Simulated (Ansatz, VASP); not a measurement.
## Pt in VASP and in Ansatz

```
Pt
1.0
    -1.55343    1.55343    1.55343
     1.55343   -1.55343    1.55343
     1.55343    1.55343   -1.55343
Pt
1
Direct
  0.00000 0.00000 0.00000
```

Alike in both runs: task relaxation of cell and atoms; functional LDA; k mesh 18 × 18 × 18; occupations gaussian, width 0.1 eV; no spin polarisation.

```csv
,VASP,Ansatz
version,VASP 6.6.1,Ansatz 0.2.0
potentials or method,"VASP PAW LDA potentials, release 64 (Pt), cutoff 600 eV","scalar-relativistic, plane waves, PAW"
valence electrons in the cell,10,18
```

```csv
,VASP,Ansatz,Ansatz less VASP
"gap on the k mesh at the Fermi level, each at its own relaxed structure (eV)",none,none,-
relaxed volume (Å³/atom),14.95,14.91,-0.041
relaxed length of the cell vector where the two differ most in proportion (Å),2.688,2.686,-0.0025
```

Ansatz warns that its potentials were made for another functional, while VASP's fit it. LDA's correlation is that of Perdew and Zunger in VASP and of Perdew and Wang (1992) in Ansatz. A gap of «none» marks a metal or a gap that the smearing closes. VASP's potentials hold 10 valence electrons a cell and Ansatz's 18, so a difference there can come from the potentials and not from the codes.

Neither program's run includes spin-orbit coupling.
